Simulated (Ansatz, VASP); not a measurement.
# Ru: VASP beside Ansatz

```
Ru
1.0
     3.05343    0.00000    0.00000
     0.00000    3.05343    0.00000
    -1.52671   -1.52671    4.58014
Ru
3
Direct
  0.00000 0.00000 0.00000
  0.33333 0.33333 0.66667
  0.66667 0.66667 0.33333
```

Alike in both runs: functional PBE; k mesh 16 × 16 × 16; occupations gaussian, width 0.1 eV; no spin polarisation.

Ansatz relaxed the structure, and its values are those at the end. VASP's run is a single point on that final structure, the one shown.

```csv
,VASP,Ansatz
version,VASP 6.6.1,Ansatz 0.2.0
potentials or method,"VASP PAW PBE potentials, release 64 (Ru_pv), cutoff 520 eV","scalar-relativistic, plane waves, PAW"
valence electrons in the cell,42,48
```

```tsv
	VASP	Ansatz	Ansatz less VASP
gap on the k mesh at the Fermi level (eV)	none	none	-
pressure (GPa)	-0.2	-0.1	+0.12
```

A gap of «none» marks a metal or a gap that the smearing closes. VASP's potentials hold 42 valence electrons a cell and Ansatz's 48, so a difference there can come from the potentials and not from the codes.
